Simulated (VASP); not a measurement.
# Ru (P6_3/mmc) in VASP: single point with LDA

Aim: the single point of Ru with LDA.

Everything below comes from runs of VASP 6.6.1. Logs are shortened: lines on timing, memory, paths and dates and some standing lists are left out, and cuts for length are marked.

### 1 The cell of the first run

It takes space group P6_3/mmc (No. 194, hexagonal). The conventional cell has a = 2.690 Å, b = 2.690 Å, c = 4.250 Å, α = 90.00°, β = 90.00°, γ = 120.00°. Within 3.5 Å of Ru (site symmetry -6m2) lie 12 Ru at 2.63 to 2.69 Å.

### 2 Single point, LDA

The input, INCAR:

```
PREC     = Accurate       # precision mode
ENCUT    = 500            # plane-wave cutoff, eV
EDIFF    = 1E-6           # SCF threshold, eV
ISMEAR   = 0              # smearing method
SIGMA    = 0.1            # smearing width, eV
LREAL    = F              # projectors in reciprocal space
LASPH    = T              # aspherical terms in the spheres
NELM     = 120            # most SCF steps
ALGO     = Normal         # electronic algorithm
ISIF     = 2              # what is computed and relaxed
LWAVE    = F              # write WAVECAR
LCHARG   = F              # write CHGCAR
NBANDS   = 21             # bands
GGA_COMPAT= F
```

The input, KPOINTS:

```
regular mesh
0
Gamma
  9 9 4
```

The input, POSCAR:

```
Ru
1.0
    2.6900000000      0.0000000000      0.0000000000
   -1.3450000000      2.3296083000      0.0000000000
    0.0000000000      0.0000000000      4.2500000000
Ru
2
Direct
    0.3333333000      0.6666667000      0.2500000000
    0.6666667000      0.3333333000      0.7500000000
```

Potentials or basis: VASP PAW LDA potentials, release 64 (Ru_pv).

On the command line:

```bash
$ cat potpaw_LDA.64/Ru_pv/POTCAR > POTCAR
$ mpirun -np 1 vasp_std > vasp.out
```

OUTCAR:

```text
PREC = Accurate
   ENCUT = 500
   EDIFF = 1E-6
   ISMEAR = 0
   LREAL = F
   LASPH = T
   NELM = 120
   ISIF = 2

 ion  position               nearest neighbor table
   1  0.333  0.667  0.250-   2 2.63   2 2.63   2 2.63   2 2.63   2 2.63   2 2.63
   2  0.667  0.333  0.750-   1 2.63   1 2.63   1 2.63   1 2.63   1 2.63   1 2.63

  LATTYP: Found a hexagonal cell.
 ALAT       =     2.6900000000
 C/A-ratio  =     1.5799256506

  Lattice vectors:

 A1 = (   2.6900000000,   0.0000000000,   0.0000000000)
 A2 = (  -1.3450000000,   2.3296083000,   0.0000000000)
 A3 = (   0.0000000000,   0.0000000000,   4.2500000000)

Analysis of symmetry for initial positions (statically):
=====================================================================
 Subroutine PRICEL returns:
 Original cell was already a primitive cell.

 Routine SETGRP: Setting up the symmetry group for a
 hexagonal supercell.

 Subroutine GETGRP returns: Found 24 space group operations
 (whereof 12 operations were pure point group operations)
 out of a pool of 24 trial point group operations.

The static configuration has the point symmetry D_3d.
 The point group associated with its full space group is D_6h.

Analysis of symmetry for dynamics (positions and initial velocities):
=====================================================================
 Subroutine PRICEL returns:
 Original cell was already a primitive cell.

 Routine SETGRP: Setting up the symmetry group for a
 hexagonal supercell.

 Subroutine GETGRP returns: Found 24 space group operations
 (whereof 12 operations were pure point group operations)
 out of a pool of 24 trial point group operations.

The dynamic configuration has the point symmetry D_3d.
 The point group associated with its full space group is D_6h.

 Subroutine INISYM returns: Found 24 space group operations
 (whereof 12 operations are pure point group operations),
 and found     1 'primitive' translations

----------------------------------------------------------------------------------------

                                     Primitive cell

  volume of cell :      26.6332

  direct lattice vectors                    reciprocal lattice vectors
     2.690000000  0.000000000  0.000000000     0.371747212  0.214628356  0.000000000
    -1.345000000  2.329608300  0.000000000     0.000000000  0.429256712  0.000000000
     0.000000000  0.000000000  4.250000000     0.000000000  0.000000000  0.235294118

  length of vectors
     2.690000000  2.689999969  4.250000000     0.429256707  0.429256712  0.235294118

  position of ions in fractional coordinates (direct lattice)
     0.333333300  0.666666700  0.250000000
     0.666666700  0.333333300  0.750000000

  ion indices of the primitive-cell ions
   primitive index   ion index
                 1           1
                 2           2

----------------------------------------------------------------------------------------

 KPOINTS: regular mesh

Automatic generation of k-mesh.
 Grid dimensions read from file:
 generate k-points for:    9    9    4

 Generating k-lattice:

  Cartesian coordinates                     Fractional coordinates (reciprocal lattice)
     0.041305246  0.023847595  0.000000000     0.111111111 -0.000000000  0.000000000
     0.000000000  0.047695190  0.000000000     0.000000000  0.111111111  0.000000000
     0.000000000  0.000000000  0.058823529     0.000000000  0.000000000  0.250000000

  Length of vectors
     0.047695190  0.047695190  0.058823529

  Shift w.r.t. Gamma in fractional coordinates (k-lattice)
     0.000000000  0.000000000  0.000000000

 Subroutine IBZKPT returns following result:
 ===========================================

 Found     36 irreducible k-points:

 Following reciprocal coordinates:
            Coordinates               Weight
  0.000000  0.000000  0.000000      1.000000
  0.111111 -0.000000  0.000000      6.000000
  0.222222 -0.000000  0.000000      6.000000
  0.333333 -0.000000  0.000000      6.000000
  0.444444 -0.000000  0.000000      6.000000
  0.111111  0.111111  0.000000      6.000000
[... 16 lines left out ...]
  0.333333  0.222222  0.250000     24.000000
  0.333333  0.333333  0.250000      4.000000
 [... further k-points ...]
   k-points           NKPTS =     36   k-points in BZ     NKDIM =     36   number of bands    NBANDS=     21
   number of dos      NEDOS =    301   number of ions     NIONS =      2
   total plane-waves  NPLWV =  12800
   dimension x,y,z NGX =    20 NGY =   20 NGZ =   32
   dimension x,y,z NGXF=    40 NGYF=   40 NGZF=   64
   ions per type =               2
   NGX,Y,Z   is equivalent  to a cutoff of  12.36, 12.36, 12.52 a.u.
   NGXF,Y,Z  is equivalent  to a cutoff of  24.72, 24.72, 25.03 a.u.
 SYSTEM =  unknown system
   PREC   = accura    normal or accurate (medium, high low for compatibility)
   ISTART =      0    job   : 0-new  1-cont  2-samecut
   ICHARG =      2    charge: 1-file 2-atom 10-const
   ISPIN  =      1    spin polarized calculation?
   LNONCOLLINEAR =      F non collinear calculations
   LSORBIT =      F    spin-orbit coupling
   LASPH  =      T    aspherical Exc in radial PAW
   ENCUT  =  500.0 eV  36.75 Ry    6.06 a.u.   4.90  4.90  7.75*2*pi/ulx,y,z
   NELM   =    120;   NELMIN=  2; NELMDL= -5     # of ELM steps
   EDIFF  = 0.1E-05   stopping-criterion for ELM
   LREAL  =      F    real-space projection
   EDIFFG = 0.1E-04   stopping-criterion for IOM
   NSW    =      0    number of steps for IOM
   IBRION =     -1    ionic relax: 0-MD 1-quasi-New 2-CG
   NFREE  =      0    steps in history (QN), initial steepest desc. (CG)
   ISIF   =      2    stress and relaxation
   ISYM   =      2    0-nonsym 1-usesym 2-fastsym
   POTIM  = 0.5000    time-step for ionic-motion
   TEBEG  =    0.0;   TEEND  =   0.0 temperature during run
   PSTRESS=    0.0 pullay stress
   NELECT =      28.0000    total number of electrons
   NUPDOWN=      -1.0000    fix difference up-down
   EMIN   =  10.00;   EMAX   =-10.00  energy-range for DOS
   EFERMI =   0.00;   METHOD = LEGACY
   ISMEAR =     0;   SIGMA  =   0.10  broadening in eV -4-tet -1-fermi 0-gaus
   EFERMI_NEDOS =   21; number of points for ismear=-14 and -15
   IALGO  =     38    algorithm
   IMIX   =      4    mixing-type and parameters
     AMIX     =   0.40;   BMIX     =  1.00
     AMIX_MAG =   1.60;   BMIX_MAG =  1.00
  volume/ion in A,a.u.               =      13.32        89.87
  Fermi-wavevector in a.u.,A,eV,Ry     =   1.664637  3.145707 37.701953  2.771015
  Thomas-Fermi vector in A             =   2.751146
   LORBIT       =      0    0 simple, 1 ext, 2 COOP (PROOUT), +10 PAW based schemes
   GGA     = CA    functional components
   LHFCALC =     F    Hartree Fock is set to
   AEXX    =    0.0000 exact exchange contribution
   IVDW    =     0    specifies the selected vdW correction
   LEPSILON=     F    determine dielectric tensor
   LRPA    =     F    only Hartree local field effects (RPA)
 non-spin polarized calculation
 Gauss-broadening in eV      SIGMA  =   0.10
  energy-cutoff  :      500.00
  volume of cell :       26.63
 maximum number of plane-waves:       699
 NGX is ok and might be reduce to    20
   NGX =  9   NGY =  9   NGZ = 15

 number of electron      27.9999997 magnetization

 Free energy of the ion-electron system (eV)
  ---------------------------------------------------
  ext. energy  EPLUGINS =         0.00000000
  ---------------------------------------------------
  free energy    TOTEN  =       -21.37761403 eV

  energy without entropy =      -21.36680221  energy(sigma->0) =      -21.37220812

 E-fermi :  13.2351     XC(G=0): -14.5005

 val. band max:       13.0977375665   @ k =   0.3333  -0.0000   0.2500
 cond. band min:      13.2365870939   @ k =   0.3333   0.3333   0.2500
 fundamental gap:      0.1388495274
 Fermi energy:        13.2350767936

 k-point     1 :       0.0000    0.0000    0.0000
  band No.  band energies     occupation
      1     -30.4997      2.00000
      2     -29.4721      2.00000
      3     -29.4721      2.00000
      4     -29.2869      2.00000
      5     -29.2869      2.00000
      6     -29.2569      2.00000
[... 13 lines left out ...]
     20      23.0025      0.00000
     21      23.6005      0.00000

 k-point     2 :       0.1111   -0.0000    0.0000
  band No.  band energies     occupation
      1     -30.4546      2.00000
      2     -29.5668      2.00000
      3     -29.5039      2.00000
      4     -29.3854      2.00000
      5     -29.2999      2.00000
      6     -29.2782      2.00000
[... 13 lines left out ...]
     20      23.0025      0.00000
     21      23.5277      0.00000

 k-point     3 :       0.2222   -0.0000    0.0000
  band No.  band energies     occupation
      1     -30.3302      2.00000
      2     -29.8068      2.00000
      3     -29.6259      2.00000
      4     -29.5806      2.00000
      5     -29.3423      2.00000
      6     -29.3359      2.00000
[... 13 lines left out ...]
     20      23.0024      0.00000
     21      23.3029      0.00000

 k-point     4 :       0.3333   -0.0000    0.0000
  band No.  band energies     occupation
      1     -30.1587      2.00000
      2     -30.0791      2.00000
      3     -29.8858      2.00000
      4     -29.6632      2.00000
      5     -29.4447      2.00000
      6     -29.3802      2.00000
[... 13 lines left out ...]
     20      23.0020      0.00000
     21      23.0423      0.00000

 k-point     5 :       0.4444   -0.0000    0.0000
  band No.  band energies     occupation
      1     -30.2557      2.00000
      2     -30.0488      2.00000
      3     -30.0050      2.00000
      4     -29.7154      2.00000
      5     -29.5531      2.00000
      6     -29.4103      2.00000
[... 13 lines left out ...]
     20      23.0017      0.00000
     21      24.0685      0.00000
[... 382 lines left out ...]
     20      22.9998      0.00000
     21      24.1352      0.00000

 k-point    22 :       0.2222    0.2222    0.2500
  band No.  band energies     occupation
      1     -30.2186      2.00000
      2     -30.1032      2.00000
      3     -29.7766      2.00000
      4     -29.7682      2.00000
      5     -29.5640      2.00000
      6     -29.4417      2.00000
[... 13 lines left out ...]
     20      23.0019      0.00000
     21      25.1517      0.00000

 k-point    23 :       0.3333    0.2222    0.2500
  band No.  band energies     occupation
      1     -30.2403      2.00000
      2     -30.1438      2.00000
      3     -29.9274      2.00000
      4     -29.7226      2.00000
      5     -29.6306      2.00000
      6     -29.4978      2.00000
[... 13 lines left out ...]
     20      23.0010      0.00000
     21      23.8493      0.00000

 k-point    24 :       0.3333    0.3333    0.2500
  band No.  band energies     occupation
      1     -30.1272      2.00000
      2     -30.1272      2.00000
      3     -30.0757      2.00000
      4     -29.7942      2.00000
      5     -29.5715      2.00000
      6     -29.5715      2.00000
[... 13 lines left out ...]
     20      23.0022      0.00000
     21      23.0022      0.00000

 [... further k-points ...]

------------------------ aborting loop because EDIFF is reached ----------------------------------------

  FORCE on cell =-STRESS in cart. coord.  units (eV):
  Direction    XX          YY          ZZ          XY          YZ          ZX
  --------------------------------------------------------------------------------------
  -------------------------------------------------------------------------------------
  Total       -0.7110748     -0.7110748     -1.0815617      0.0000000      0.0000000     -0.0000000
  in kB      -42.7761574    -42.7761561    -65.0635531      0.0000000      0.0000000     -0.0000000
  external PRESSURE =     -50.2052889 kB  Pullay stress =       0.0000000 kB

 VOLUME and BASIS-vectors are now :
 -----------------------------------------------------------------------------
  energy-cutoff  :      500.00
  volume of cell :       26.63
      direct lattice vectors                 reciprocal lattice vectors
     2.690000000  0.000000000  0.000000000     0.371747212  0.214628356  0.000000000
    -1.345000000  2.329608300  0.000000000     0.000000000  0.429256712  0.000000000
     0.000000000  0.000000000  4.250000000     0.000000000  0.000000000  0.235294118

 POSITION                                       TOTAL-FORCE (eV/Angst)
 -----------------------------------------------------------------------------------
     -0.00000      1.55307      1.06250        -0.000000      0.000000      0.000000
      1.34500      0.77654      3.18750         0.000000     -0.000000      0.000000
 -----------------------------------------------------------------------------------
    total drift:                               -0.000043      0.000025     -0.000004

  FREE ENERGIE OF THE ION-ELECTRON SYSTEM (eV)
  ---------------------------------------------------
  free  energy   TOTEN  =       -21.3776140252 eV

  energy  without entropy=      -21.3668022075  energy(sigma->0) =      -21.37220812
```

Wall time 11 s (1 thread of Intel Xeon 6975P-C, shared host); peak memory 0.13 GiB.

Results:

- Free energy: -21.3776 eV
- Pressure: -5.0 GPa
- Band gap on the k mesh: zero (band 14 reaches 14.58 eV, above the bottom of band 15 at 11.43 eV)

Levels at points of the mesh, in eV from the Fermi level:
| k point | band 12 | band 13 | band 14 | band 15 | band 16 | band 17 |
| --- | --- | --- | --- | --- | --- | --- |
| (0.00, 0.00, 0.00) | -2.16 | -2.16 | -1.64 | -1.64 | 1.04 | 1.04 |
| (0.00, 0.00, 0.50) | -3.05 | -2.97 | -2.97 | 0.39 | 0.39 | 0.39 |

Caveat: the k points lie up to 0.37 Å⁻¹ apart.
